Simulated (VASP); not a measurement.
# MnS (Fm-3m) in VASP: notebook

Runs on MnS. Level: PBE. Tasks: single point.

All numbers are computed with VASP 6.6.1; they aren't measurements. Logs are shortened: lines on timing, memory, paths and dates and some standing lists are left out, and cuts for length are marked.

## 1. The cell of the first run

The structure is cubic, space group Fm-3m (No. 225). The conventional cell has a = 5.224 Å, b = 5.224 Å, c = 5.224 Å, α = 90.00°, β = 90.00°, γ = 90.00°. Mn (site symmetry m-3m) has 6 S at 2.61 Å within 3.4 Å. Within 3.4 Å of S (site symmetry m-3m) lie 6 Mn at 2.61 Å.

## 2. Single point, PBE, collinear spin, ferromagnetic start

The input, INCAR:

```
SYSTEM = MnS
  ALGO = Normal
  EDIFF = 1E-6
  ENCUT = 520
  GGA = PE
  ISIF = 2
  ISMEAR = -1
  ISPIN = 2
  LASPH = .True.
  LCHARG = .False.
  LMAXMIX = 4
  LORBIT = 11
  LREAL = .False.
  LWAVE = .False.
  MAGMOM = 4.5 4.5 0 0
  NBANDS = 31
  NELM = 150
  PREC = Accurate
  SIGMA = 0.05
```

The input, KPOINTS:

```
k-points
0
Gamma
  3 6 6
  0 0 0
```

The input, POSCAR:

```
MnS
1.0
    0.0000000000      5.2245000000      5.2245000000
    2.6122500000      0.0000000000      2.6122500000
    2.6122500000      2.6122500000      0.0000000000
Mn S
2 2
Direct
    0.0000000000      0.0000000000      0.0000000000
    0.5000000000      0.0000000000      0.0000000000
    0.2500000000      0.5000000000      0.5000000000
    0.7500000000      0.5000000000      0.5000000000
```

Potentials or basis: VASP PAW PBE potentials, release 64 (Mn_pv, S).

Launch:

```sh
$ cat potpaw_PBE.64/Mn_pv/POTCAR potpaw_PBE.64/S/POTCAR > POTCAR
$ mpirun -np 1 vasp_std > vasp.out
```

OUTCAR:

```text
SYSTEM = MnS
   EDIFF = 1E-6
   ENCUT = 520
   GGA = PE
   ISIF = 2
   ISMEAR = -1
   ISPIN = 2
   LASPH = .True.
   LORBIT = 11
   LREAL = .False.
   NELM = 150
   PREC = Accurate

 ion  position               nearest neighbor table
   1  0.000  0.000  0.000-   4 2.61   3 2.61   4 2.61   3 2.61   4 2.61   3 2.61
   2  0.500  0.000  0.000-   3 2.61   3 2.61   4 2.61   3 2.61   4 2.61   4 2.61
   3  0.250  0.500  0.500-   1 2.61   1 2.61   2 2.61   1 2.61   2 2.61   2 2.61
   4  0.750  0.500  0.500-   2 2.61   1 2.61   2 2.61   1 2.61   2 2.61   1 2.61

  LATTYP: Found a trigonal (rhomboedric) cell.
 ALAT       =     6.3986795806
 COS(alpha) =     0.8333333333

  Lattice vectors:

 A1 = (   2.6122500000,  -2.6122500000,  -5.2245000000)
 A2 = (   5.2245000000,  -2.6122500000,  -2.6122500000)
 A3 = (   2.6122500000,  -5.2245000000,  -2.6122500000)

Analysis of symmetry for initial positions (statically):
=====================================================================
 Subroutine PRICEL returns following result:

  LATTYP: Found a face centered cubic cell.
 ALAT       =     5.2245000000
[... 12 lines left out ...]
 Subroutine GETGRP returns: Found 12 space group operations
 (whereof 12 operations were pure point group operations)
 out of a pool of 12 trial point group operations.

The static configuration has the point symmetry D_3d.

Analysis of symmetry for dynamics (positions and initial velocities):
=====================================================================
 Subroutine PRICEL returns following result:

  LATTYP: Found a face centered cubic cell.
 ALAT       =     5.2245000000
[... 12 lines left out ...]
 Subroutine GETGRP returns: Found 12 space group operations
 (whereof 12 operations were pure point group operations)
 out of a pool of 12 trial point group operations.

The dynamic configuration has the point symmetry D_3d.

Analysis of structural, dynamic, and magnetic symmetry:
=====================================================================
 Subroutine PRICEL returns following result:

  LATTYP: Found a face centered cubic cell.
 ALAT       =     5.2245000000
[... 12 lines left out ...]
 Subroutine GETGRP returns: Found 12 space group operations
 (whereof 12 operations were pure point group operations)
 out of a pool of 12 trial point group operations.

The overall configuration has the point symmetry D_3d.

 Subroutine INISYM returns: Found 12 space group operations
 (whereof 12 operations are pure point group operations),
 and found     2 'primitive' translations

[... 130 lines left out ...]
   LHFCALC =     F    Hartree Fock is set to
   AEXX    =    0.0000 exact exchange contribution
   IVDW    =     0    specifies the selected vdW correction
   LEPSILON=     F    determine dielectric tensor
   LRPA    =     F    only Hartree local field effects (RPA)
 spin polarized calculation
  energy-cutoff  :      520.00
  volume of cell :       71.30
 maximum number of plane-waves:      1942
   NGX = 27   NGY = 13   NGZ = 13

 number of electron      37.9999974 magnetization       9.3505765

 Free energy of the ion-electron system (eV)
  ---------------------------------------------------
  ext. energy  EPLUGINS =         0.00000000
  ---------------------------------------------------
  free energy    TOTEN  =       -28.14433446 eV

  energy without entropy =      -28.13288556  energy(sigma->0) =      -28.13861001

 E-fermi :   6.5666     XC(G=0): -10.6010

 val. band max:        6.5653322706   @ k =   0.3333   0.1667   0.0000
 cond. band min:       6.7585630588   @ k =   0.3333   0.3333   0.0000
 fundamental gap:      0.1932307882
 Fermi energy:         6.5665718785

 spin component 1

 k-point     1 :       0.0000    0.0000    0.0000
  band No.  band energies     occupation
      1     -44.1580      1.00000
      2     -44.1515      1.00000
      3     -44.1515      1.00000
      4     -44.1504      1.00000
      5     -44.1504      1.00000
      6     -44.1504      1.00000
[... 533 lines left out ...]
     30      14.2361      0.00000
     31      14.2589      0.00000
 Fermi energy:         6.5665718785

 spin component 2

 k-point     1 :       0.0000    0.0000    0.0000
  band No.  band energies     occupation
      1     -39.6492      1.00000
      2     -39.6401      1.00000
      3     -39.6401      1.00000
      4     -39.6387      1.00000
      5     -39.6387      1.00000
      6     -39.6387      1.00000
[... 533 lines left out ...]
     30      14.7422      0.00000
     31      15.1196      0.00000

------------------------ aborting loop because EDIFF is reached ----------------------------------------

  FORCE on cell =-STRESS in cart. coord.  units (eV):
  Direction    XX          YY          ZZ          XY          YZ          ZX
  --------------------------------------------------------------------------------------
  -------------------------------------------------------------------------------------
  Total       -1.8073136     -1.8073136     -1.8073136      0.0000136     -0.0000136      0.0000136
  in kB      -40.6106464    -40.6106464    -40.6106464      0.0003065     -0.0003065      0.0003065
  external PRESSURE =     -40.6106464 kB  Pullay stress =       0.0000000 kB

 VOLUME and BASIS-vectors are now :
 -----------------------------------------------------------------------------
  energy-cutoff  :      520.00
  volume of cell :       71.30
      direct lattice vectors                 reciprocal lattice vectors
     0.000000000  5.224500000  5.224500000    -0.095702938  0.095702938  0.095702938
     2.612250000  0.000000000  2.612250000     0.191405876 -0.191405876  0.191405876
     2.612250000  2.612250000  0.000000000     0.191405876  0.191405876 -0.191405876

 POSITION                                       TOTAL-FORCE (eV/Angst)
 -----------------------------------------------------------------------------------
      0.00000      0.00000      0.00000         0.000000     -0.000000     -0.000000
      0.00000      2.61225      2.61225        -0.000000     -0.000000     -0.000000
      2.61225      2.61225      2.61225        -0.000000     -0.000000     -0.000000
      2.61225      5.22450      5.22450        -0.000000      0.000000      0.000000
 -----------------------------------------------------------------------------------
    total drift:                                0.000000      0.000000     -0.000000

  FREE ENERGIE OF THE ION-ELECTRON SYSTEM (eV)
  ---------------------------------------------------
  free  energy   TOTEN  =       -28.1443344597 eV

  energy  without entropy=      -28.1328855586  energy(sigma->0) =      -28.13861001

 total charge

# of ion       s       p       d       tot
------------------------------------------
    1        0.213   6.159   4.928  11.300
    2        0.213   6.159   4.928  11.300
    3        1.328   2.394   0.000   3.722
    4        1.328   2.394   0.000   3.722
--------------------------------------------------
tot          3.082  17.106   9.856  30.043

 magnetization (x)

# of ion       s       p       d       tot
------------------------------------------
    1        0.050   0.038   4.151   4.239
    2        0.050   0.038   4.151   4.239
    3        0.026   0.071   0.000   0.097
    4        0.026   0.071   0.000   0.097
--------------------------------------------------
tot          0.152   0.219   8.302   8.673
```

stdout:

```text
POSCAR found type information on POSCAR MnS
 POSCAR found :  2 types and       4 ions
 scaLAPACK will be used
 LDA part: xc-table for (Slater+PW92), standard interpolation
 -----------------------------------------------------------------------------
|                                                                             |
|           W    W    AA    RRRRR   N    N  II  N    N   GGGG   !!!           |
|           W    W   A  A   R    R  NN   N  II  NN   N  G    G  !!!           |
|           W    W  A    A  R    R  N N  N  II  N N  N  G       !!!           |
|           W WW W  AAAAAA  RRRRR   N  N N  II  N  N N  G  GGG   !            |
|           WW  WW  A    A  R   R   N   NN  II  N   NN  G    G                |
|           W    W  A    A  R    R  N    N  II  N    N   GGGG   !!!           |
|                                                                             |
|     Your reciprocal lattice and k-lattice belong to different lattice       |
|     classes:                                                                |
|                                                                             |
|        The reciprocal lattice is rhombohedral (trigonal),                   |
|        whereas your k-lattice is body-centered cubic.                       |
|                                                                             |
|     Results are often still useful ...                                      |
|                                                                             |
 -----------------------------------------------------------------------------

 POSCAR, INCAR and KPOINTS ok, starting setup
 FFT: planning ... GRIDC
 FFT: planning ... GRID_SOFT
 FFT: planning ... GRID
 WAVECAR not read
 entering main loop
```

Run time: 72 s. Hardware: 1 thread of Intel Xeon Platinum 8488C (Sapphire Rapids), shared host; peak memory 0.24 GiB.

Results:

- Free energy: -28.1443 eV
- Pressure: -4.1 GPa
- Net moment: 9.35 μB per cell
- Site moments: Mn +4.24; S +0.10 μB
- Valence electrons inside the program's atomic spheres: Mn 11.30; S 3.72

Levels at points of the mesh, in eV from the Fermi level:
Spin up:
```tsv
k point	band 20	band 21	band 22	band 23	band 24	band 25	band 26	band 27	band 28	band 29
(0.00, 0.00, 0.00)	-1.89	-1.89	-1.89	0.34	0.34	1.63	2.80	5.35	5.36	8.35
(0.00, 0.50, 0.00)	-2.75	-2.51	-2.29	0.34	0.34	0.81	2.80	5.35	5.36	5.44
```
Spin down:
| k point | band 12 | band 13 | band 14 | band 15 | band 16 | band 17 |
| --- | --- | --- | --- | --- | --- | --- |
| (0.00, 0.00, 0.00) | -1.69 | -1.69 | -1.69 | 0.29 | 0.29 | 0.29 |
| (0.00, 0.50, 0.00) | -3.36 | -3.19 | -3.19 | -0.80 | 0.75 | 1.23 |

Caveat: semilocal functionals often make such compounds metallic where correlation or magnetic order opens a gap, which also shifts bond lengths; only a ferromagnetic start was run, and an antiferromagnetic order may lie lower in energy.

## 3. Single point, PBE, collinear spin

The input, INCAR:

```
PREC     = Accurate       # precision mode
ENCUT    = 520            # plane-wave cutoff, eV
EDIFF    = 1E-7           # SCF threshold, eV
ISMEAR   = -1             # smearing method
SIGMA    = 0.05           # smearing width, eV
LREAL    = F              # projectors in reciprocal space
LASPH    = T              # aspherical terms in the spheres
NELM     = 150            # most SCF steps
ALGO     = Normal         # electronic algorithm
ISIF     = 2              # what is computed and relaxed
LWAVE    = F              # write WAVECAR
LCHARG   = T              # write CHGCAR
ISPIN    = 2              # spin polarisation
MAGMOM   = 4.5 0 0 0      # initial moments
LORBIT   = 11             # projections on sites
LMAXMIX  = 4              # l up to which the mixer works
GGA      = PE             # functional
LELF     = T              # ELF
LVHAR    = T            
NBANDS   = 31             # bands
```

The input, KPOINTS:

```
Automatic mesh
0
Gamma
  3 6 6
```

POSCAR is that of step 2.

Potentials or basis: VASP PAW PBE potentials, release 64 (Mn_pv, S).

Launch:

```sh
$ cat potpaw_PBE.64/Mn_pv/POTCAR potpaw_PBE.64/S/POTCAR > POTCAR
$ mpirun -np 1 vasp_std > vasp.out
```

OUTCAR:

```text
PREC = Accurate
   ENCUT = 520
   EDIFF = 1E-7
   ISMEAR = -1
   LREAL = F
   LASPH = T
   NELM = 150
   ISIF = 2
   ISPIN = 2
   LORBIT = 11
   GGA = PE

 ion  position               nearest neighbor table
   1  0.000  0.000  0.000-   4 2.61   3 2.61   4 2.61   3 2.61   4 2.61   3 2.61
   2  0.500  0.000  0.000-   3 2.61   3 2.61   4 2.61   3 2.61   4 2.61   4 2.61
   3  0.250  0.500  0.500-   1 2.61   1 2.61   2 2.61   1 2.61   2 2.61   2 2.61
   4  0.750  0.500  0.500-   2 2.61   1 2.61   2 2.61   1 2.61   2 2.61   1 2.61

  LATTYP: Found a trigonal (rhomboedric) cell.
 ALAT       =     6.3986795806
 COS(alpha) =     0.8333333333

  Lattice vectors:

 A1 = (   2.6122500000,  -2.6122500000,  -5.2245000000)
 A2 = (   5.2245000000,  -2.6122500000,  -2.6122500000)
 A3 = (   2.6122500000,  -5.2245000000,  -2.6122500000)

Analysis of symmetry for initial positions (statically):
=====================================================================
 Subroutine PRICEL returns following result:

[... 1322 lines left out ...]
  Direction    XX          YY          ZZ          XY          YZ          ZX
  --------------------------------------------------------------------------------------
  -------------------------------------------------------------------------------------
  Total       -1.8109219     -1.8109219     -1.8109219     -0.0000047      0.0000047     -0.0000047
  in kB      -40.6917249    -40.6917249    -40.6917249     -0.0001049      0.0001049     -0.0001049
  external PRESSURE =     -40.6917249 kB  Pullay stress =       0.0000000 kB

 VOLUME and BASIS-vectors are now :
 -----------------------------------------------------------------------------
  energy-cutoff  :      520.00
  volume of cell :       71.30
      direct lattice vectors                 reciprocal lattice vectors
     0.000000000  5.224500000  5.224500000    -0.095702938  0.095702938  0.095702938
     2.612250000  0.000000000  2.612250000     0.191405876 -0.191405876  0.191405876
     2.612250000  2.612250000  0.000000000     0.191405876  0.191405876 -0.191405876

 POSITION                                       TOTAL-FORCE (eV/Angst)
 -----------------------------------------------------------------------------------
      0.00000      0.00000      0.00000        -0.000000      0.000000      0.000000
      0.00000      2.61225      2.61225        -0.000000     -0.000000      0.000000
      2.61225      2.61225      2.61225         0.000336     -0.000336     -0.000336
      2.61225      5.22450      5.22450        -0.000336      0.000336      0.000336
 -----------------------------------------------------------------------------------
    total drift:                                0.000000      0.000000     -0.000000

  FREE ENERGIE OF THE ION-ELECTRON SYSTEM (eV)
  ---------------------------------------------------
  free  energy   TOTEN  =       -28.1443349132 eV

  energy  without entropy=      -28.1328876036  energy(sigma->0) =      -28.13861126

 total charge

# of ion       s       p       d       tot
------------------------------------------
    1        0.213   6.159   4.928  11.300
    2        0.213   6.159   4.928  11.299
    3        1.328   2.394   0.000   3.722
    4        1.328   2.394   0.000   3.722
--------------------------------------------------
tot          3.082  17.106   9.856  30.043

 magnetization (x)

# of ion       s       p       d       tot
------------------------------------------
    1        0.050   0.038   4.151   4.239
    2        0.050   0.038   4.151   4.239
    3        0.026   0.071   0.000   0.097
    4        0.026   0.071   0.000   0.097
--------------------------------------------------
tot          0.152   0.219   8.302   8.673
```

Wall time 2.3 min (1 thread of Intel Xeon Platinum 8488C (Sapphire Rapids), shared host); peak memory 0.25 GiB.

What came out:

* Free energy: -28.1443 eV
* Pressure: -4.1 GPa
* Net moment: 9.35 μB per cell
* Site moments: Mn +4.24; S +0.10 μB
* Valence electrons inside the program's atomic spheres: Mn 11.30; S 3.72

Caveat: semilocal functionals often make such compounds metallic where correlation or magnetic order opens a gap, which also shifts bond lengths.

(Part 1 of 2 ends here.)
